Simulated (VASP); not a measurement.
# Sb (P4/mmm) in VASP: further runs

Runs on Sb. Level: PBEsol. Tasks: single point.

Everything below comes from runs of VASP 6.6.1. Logs are shortened: lines on timing, memory, paths and dates and some standing lists are left out, and cuts for length are marked.

### Step 1. The cell of the first run

Symmetry: P4/mmm, No. 123, tetragonal system. Conventional cell: a = 5.227 Å, b = 5.227 Å, c = 5.201 Å, α = 90.00°, β = 90.00°, γ = 90.00°.

This isn't the form of Sb at room conditions, which is rhombohedral.

### Step 2. Single point, PBEsol (P replaced by Sb, lengths x 1.179, strained)

Contents of INCAR:

```
SYSTEM = Sb
PREC = Accurate ; ENCUT = 500
EDIFF = 1E-6 ; ISMEAR = 0
SIGMA = 0.1 ; LREAL = .False.
LASPH = .True. ; NELM = 120
ALGO = Normal ; ISIF = 2
LWAVE = .False. ; LCHARG = .True.
GGA = PS ; LELF = .True.
LVHAR = .True. ; NBANDS = 8
GGA_COMPAT = .False.
```

Contents of KPOINTS:

```
Automatic mesh
0
Gamma
  4 4 4
  0 0 0
```

Contents of POSCAR:

```
Sb
1.0
    5.2270052173      0.0000000000      0.0000000000
    0.0000000000      5.2270052173      0.0000000000
    0.0000000000      0.0000000000      5.2006595874
Sb
1
Direct
    0.0000000000      0.0000000000      0.0000000000
```

Potentials or basis: VASP PAW PBE potentials, release 64 (Sb).

Started as:

```console
> cat potpaw_PBE.64/Sb/POTCAR > POTCAR
> mpirun -np 1 vasp_std > vasp.out
```

OUTCAR:

```text
SYSTEM = Sb
   PREC = Accurate
   ENCUT = 500
   EDIFF = 1E-6
   ISMEAR = 0
   LREAL = .False.
   LASPH = .True.
   NELM = 120
   ISIF = 2
   GGA = PS

 ion  position               nearest neighbor table
   1  0.000  0.000  0.000-

  LATTYP: Found a simple tetragonal cell.
 ALAT       =     5.2270052173
 C/A-ratio  =     0.9949597085

  Lattice vectors:

 A1 = (   5.2270052173,   0.0000000000,   0.0000000000)
 A2 = (   0.0000000000,   5.2270052173,   0.0000000000)
 A3 = (   0.0000000000,   0.0000000000,   5.2006595874)

Analysis of symmetry for initial positions (statically):
=====================================================================
 Subroutine PRICEL returns:
 Original cell was already a primitive cell.

 Routine SETGRP: Setting up the symmetry group for a
 simple tetragonal supercell.

 Subroutine GETGRP returns: Found 16 space group operations
 (whereof 16 operations were pure point group operations)
 out of a pool of 16 trial point group operations.

The static configuration has the point symmetry D_4h.

Analysis of symmetry for dynamics (positions and initial velocities):
=====================================================================
 Subroutine PRICEL returns:
 Original cell was already a primitive cell.

 Routine SETGRP: Setting up the symmetry group for a
 simple tetragonal supercell.

 Subroutine GETGRP returns: Found 16 space group operations
 (whereof 16 operations were pure point group operations)
 out of a pool of 16 trial point group operations.

The dynamic configuration has the point symmetry D_4h.

 Subroutine INISYM returns: Found 16 space group operations
 (whereof 16 operations are pure point group operations),
 and found     1 'primitive' translations

----------------------------------------------------------------------------------------

                                     Primitive cell

  volume of cell :     142.0903

  direct lattice vectors                    reciprocal lattice vectors
     5.227005217  0.000000000  0.000000000     0.191314138  0.000000000  0.000000000
     0.000000000  5.227005217  0.000000000     0.000000000  0.191314138  0.000000000
     0.000000000  0.000000000  5.200659587     0.000000000  0.000000000  0.192283302

  length of vectors
     5.227005217  5.227005217  5.200659587     0.191314138  0.191314138  0.192283302

  position of ions in fractional coordinates (direct lattice)
     0.000000000  0.000000000  0.000000000

  ion indices of the primitive-cell ions
   primitive index   ion index
                 1           1

----------------------------------------------------------------------------------------

 KPOINTS: Automatic mesh

Automatic generation of k-mesh.
 Grid dimensions read from file:
 generate k-points for:    4    4    4

 Generating k-lattice:

  Cartesian coordinates                     Fractional coordinates (reciprocal lattice)
     0.047828535  0.000000000  0.000000000     0.250000000  0.000000000  0.000000000
     0.000000000  0.047828535  0.000000000     0.000000000  0.250000000  0.000000000
     0.000000000  0.000000000  0.048070826     0.000000000  0.000000000  0.250000000

  Length of vectors
     0.047828535  0.047828535  0.048070826

  Shift w.r.t. Gamma in fractional coordinates (k-lattice)
     0.000000000  0.000000000  0.000000000

 Subroutine IBZKPT returns following result:
 ===========================================

 Found     18 irreducible k-points:

 Following reciprocal coordinates:
            Coordinates               Weight
  0.000000  0.000000  0.000000      1.000000
  0.250000  0.000000  0.000000      4.000000
  0.500000  0.000000  0.000000      2.000000
  0.250000  0.250000  0.000000      4.000000
  0.500000  0.250000  0.000000      4.000000
  0.500000  0.500000  0.000000      1.000000
[... 10 lines left out ...]
  0.500000  0.250000  0.500000      4.000000
  0.500000  0.500000  0.500000      1.000000
   k-points           NKPTS =     18   k-points in BZ     NKDIM =     18   number of bands    NBANDS=      8
   number of dos      NEDOS =    301   number of ions     NIONS =      1
   total plane-waves  NPLWV =  64000
   dimension x,y,z NGX =    40 NGY =   40 NGZ =   40
   dimension x,y,z NGXF=    80 NGYF=   80 NGZF=   80
   ions per type =               1
   NGX,Y,Z   is equivalent  to a cutoff of  12.72, 12.72, 12.79 a.u.
   NGXF,Y,Z  is equivalent  to a cutoff of  25.44, 25.44, 25.57 a.u.
 SYSTEM =  Sb
   PREC   = accura    normal or accurate (medium, high low for compatibility)
   ISTART =      0    job   : 0-new  1-cont  2-samecut
   ICHARG =      2    charge: 1-file 2-atom 10-const
   ISPIN  =      1    spin polarized calculation?
   LNONCOLLINEAR =      F non collinear calculations
   LSORBIT =      F    spin-orbit coupling
   LASPH  =      T    aspherical Exc in radial PAW
   ENCUT  =  500.0 eV  36.75 Ry    6.06 a.u.   9.53  9.53  9.48*2*pi/ulx,y,z
   NELM   =    120;   NELMIN=  2; NELMDL= -5     # of ELM steps
   EDIFF  = 0.1E-05   stopping-criterion for ELM
   LREAL  =      F    real-space projection
   EDIFFG = 0.1E-04   stopping-criterion for IOM
   NSW    =      0    number of steps for IOM
   IBRION =     -1    ionic relax: 0-MD 1-quasi-New 2-CG
   NFREE  =      0    steps in history (QN), initial steepest desc. (CG)
   ISIF   =      2    stress and relaxation
   ISYM   =      2    0-nonsym 1-usesym 2-fastsym
   POTIM  = 0.5000    time-step for ionic-motion
   TEBEG  =    0.0;   TEEND  =   0.0 temperature during run
   PSTRESS=    0.0 pullay stress
   NELECT =       5.0000    total number of electrons
   NUPDOWN=      -1.0000    fix difference up-down
   EMIN   =  10.00;   EMAX   =-10.00  energy-range for DOS
   EFERMI =   0.00;   METHOD = LEGACY
   ISMEAR =     0;   SIGMA  =   0.10  broadening in eV -4-tet -1-fermi 0-gaus
   EFERMI_NEDOS =   21; number of points for ismear=-14 and -15
   IALGO  =     38    algorithm
   IMIX   =      4    mixing-type and parameters
     AMIX     =   0.40;   BMIX     =  1.00
     AMIX_MAG =   1.60;   BMIX_MAG =  1.00
  volume/ion in A,a.u.               =     142.09       958.87
  Fermi-wavevector in a.u.,A,eV,Ry     =   0.536467  1.013777  3.915721  0.287797
  Thomas-Fermi vector in A             =   1.561801
   LORBIT       =      0    0 simple, 1 ext, 2 COOP (PROOUT), +10 PAW based schemes
   GGA     = PS    functional components
   LHFCALC =     F    Hartree Fock is set to
   AEXX    =    0.0000 exact exchange contribution
   IVDW    =     0    specifies the selected vdW correction
   LEPSILON=     F    determine dielectric tensor
   LRPA    =     F    only Hartree local field effects (RPA)
 non-spin polarized calculation
 Gauss-broadening in eV      SIGMA  =   0.10
  energy-cutoff  :      500.00
  volume of cell :      142.09
 maximum number of plane-waves:      3687
 NGX is ok and might be reduce to    40
   NGX = 19   NGY = 19   NGZ = 19

 number of electron       5.0000000 magnetization

 Free energy of the ion-electron system (eV)
  ---------------------------------------------------
  ext. energy  EPLUGINS =         0.00000000
  ---------------------------------------------------
  free energy    TOTEN  =        -0.74654032 eV

  energy without entropy =       -0.68887653  energy(sigma->0) =       -0.71770842

 E-fermi :  -2.5935     XC(G=0):  -4.2855

 val. band max:       -2.6270873132   @ k =   0.2500   0.0000   0.2500
 cond. band min:      -2.5909953667   @ k =   0.5000   0.2500   0.0000
 fundamental gap:      0.0360919465
 Fermi energy:        -2.5934547868

 k-point     1 :       0.0000    0.0000    0.0000
  band No.  band energies     occupation
      1     -10.7592      2.00000
      2      -2.2440      0.00000
      3      -2.2440      0.00000
      4      -2.2272      0.00000
      5       1.0073      0.00000
      6       3.3174      0.00000
      7       3.3309      0.00000
      8       6.9699      0.00000

 k-point     2 :       0.2500    0.0000    0.0000
  band No.  band energies     occupation
      1     -10.7292      2.00000
      2      -2.7312      1.94856
      3      -2.1991      0.00000
      4      -2.1826      0.00000
      5       1.5967      0.00000
      6       3.5405      0.00000
      7       3.7840      0.00000
      8       5.5592      0.00000

 k-point     3 :       0.5000    0.0000    0.0000
  band No.  band energies     occupation
      1     -10.6985      2.00000
      2      -3.1087      2.00000
      3      -2.1524      0.00000
      4      -2.1364      0.00000
      5       2.2846      0.00000
      6       3.4184      0.00000
      7       3.8343      0.00000
      8       4.9795      0.00000

 k-point     4 :       0.2500    0.2500    0.0000
  band No.  band energies     occupation
      1     -10.7000      2.00000
      2      -2.6957      1.85174
      3      -2.6298      1.39244
      4      -2.1399      0.00000
      5       2.1466      0.00000
      6       3.5091      0.00000
      7       4.2635      0.00000
      8       4.6480      0.00000

 k-point     5 :       0.5000    0.2500    0.0000
  band No.  band energies     occupation
      1     -10.6700      2.00000
      2      -3.0297      2.00000
      3      -2.5910      0.97225
      4      -2.0956      0.00000
      5       2.7543      0.00000
      6       2.9415      0.00000
      7       4.4825      0.00000
      8       4.7680      0.00000
[... 111 lines left out ...]
 k-point    16 :       0.2500    0.2500    0.5000
  band No.  band energies     occupation
      1     -10.6392      2.00000
      2      -2.9637      2.00000
      3      -2.5516      0.55353
      4      -2.5038      0.20496
      5       2.7979      0.00000
      6       3.5812      0.00000
      7       3.5956      0.00000
      8       4.9935      0.00000

 k-point    17 :       0.5000    0.2500    0.5000
  band No.  band energies     occupation
      1     -10.6107      2.00000
      2      -2.8843      1.99996
      3      -2.8710      1.99991
      4      -2.4666      0.07289
      5       2.4966      0.00000
      6       3.5734      0.00000
      7       3.5869      0.00000
      8       4.8144      0.00000

 k-point    18 :       0.5000    0.5000    0.5000
  band No.  band energies     occupation
      1     -10.5829      2.00000
      2      -2.8117      1.99798
      3      -2.7986      1.99628
      4      -2.7986      1.99628
      5       2.9497      0.00000
      6       2.9497      0.00000
      7       2.9658      0.00000
      8       4.5394      0.00000

------------------------ aborting loop because EDIFF is reached ----------------------------------------

  FORCE on cell =-STRESS in cart. coord.  units (eV):
  Direction    XX          YY          ZZ          XY          YZ          ZX
  --------------------------------------------------------------------------------------
  -------------------------------------------------------------------------------------
  Total       -1.3061662     -1.3061662     -1.3399162      0.0000000     -0.0000000      0.0000000
  in kB      -14.7280320    -14.7280320    -15.1085899      0.0000000     -0.0000000      0.0000000
  external PRESSURE =     -14.8548846 kB  Pullay stress =       0.0000000 kB

 VOLUME and BASIS-vectors are now :
 -----------------------------------------------------------------------------
  energy-cutoff  :      500.00
  volume of cell :      142.09
      direct lattice vectors                 reciprocal lattice vectors
     5.227005217  0.000000000  0.000000000     0.191314138  0.000000000  0.000000000
     0.000000000  5.227005217  0.000000000     0.000000000  0.191314138  0.000000000
     0.000000000  0.000000000  5.200659587     0.000000000  0.000000000  0.192283302

 POSITION                                       TOTAL-FORCE (eV/Angst)
 -----------------------------------------------------------------------------------
      0.00000      0.00000      0.00000         0.000000      0.000000      0.000000
 -----------------------------------------------------------------------------------
    total drift:                               -0.000000     -0.000000     -0.000000

  FREE ENERGIE OF THE ION-ELECTRON SYSTEM (eV)
  ---------------------------------------------------
  free  energy   TOTEN  =        -0.7465403172 eV

  energy  without entropy=       -0.6888765315  energy(sigma->0) =       -0.71770842
```

Wall time 22 s (1 thread of Intel Xeon 8259CL, shared host); peak memory 0.23 GiB.

What came out:

| Item | Value |
| --- | --- |
| Free energy | -0.7465 eV |
| Pressure | -1.5 GPa |
| Band gap on the k mesh | zero (an odd number of electrons rules out a gap without spin polarisation) |

Caveat: the cell differs from its parent crystal (P replaced by Sb, lengths x 1.179, strained); the PAW data sets were made with another functional, which shifts forces and pressure a little; spin-orbit coupling is left out, which moves the levels of the heavy elements.

### Step 3. Single point, PBEsol (P replaced by Sb, lengths x 1.179, strained)

Contents of INCAR:

```
PREC     = Accurate       # precision mode
ENCUT    = 500            # plane-wave cutoff, eV
EDIFF    = 1E-6           # SCF threshold, eV
ISMEAR   = 0              # smearing method
SIGMA    = 0.1            # smearing width, eV
LREAL    = False          # projectors in reciprocal space
LASPH    = True           # aspherical terms in the spheres
NELM     = 120            # most SCF steps
ALGO     = Normal         # electronic algorithm
ISIF     = 2              # what is computed and relaxed
LWAVE    = False          # write WAVECAR
LCHARG   = True           # write CHGCAR
GGA      = PS             # functional
LELF     = True           # ELF
LVHAR    = True         
NBANDS   = 8              # bands
GGA_COMPAT= False
```

Contents of KPOINTS:

```
Automatic mesh
0
Gamma
  4 4 4
```

Contents of POSCAR:

```
Sb
1.0
    5.2661127594      0.0000000000      0.0000000000
    0.0000000000      5.2661127594      0.0000000000
    0.0000000000      0.0000000000      5.2407290073
Sb
1
Direct
    0.0000000000      0.0000000000      0.0000000000
```

Potentials or basis: VASP PAW PBE potentials, release 64 (Sb).

Started as:

```console
> cat potpaw_PBE.64/Sb/POTCAR > POTCAR
> mpirun -np 1 vasp_std > vasp.out
```

Run time: 24 s. Hardware: 1 thread of Intel Xeon 8259CL, shared host; peak memory 0.24 GiB.

The run converged. Its results:

* Free energy: -0.7173 eV
* Pressure: -1.4 GPa
* Band gap on the k mesh: zero (an odd number of electrons rules out a gap without spin polarisation)

Levels at points of the mesh, in eV from the Fermi level:
```csv
k point,band 1,band 2,band 3,band 4,band 5
"(0.00, 0.00, 0.00)",-8.16,0.33,0.33,0.35,3.60
"(0.50, 0.00, 0.00)",-8.10,-0.49,0.42,0.44,4.86
"(0.50, 0.50, 0.00)",-8.05,-0.34,-0.34,0.51,4.83
"(0.00, 0.00, 0.50)",-8.10,-0.50,0.42,0.42,4.86
"(0.50, 0.00, 0.50)",-8.05,-0.34,-0.33,0.50,4.83
"(0.50, 0.50, 0.50)",-7.99,-0.21,-0.20,-0.20,5.55
```

Caveat: the cell differs from its parent crystal (P replaced by Sb, lengths x 1.179, strained); the PAW data sets were made with another functional, which shifts forces and pressure a little; spin-orbit coupling is left out, which moves the levels of the heavy elements.
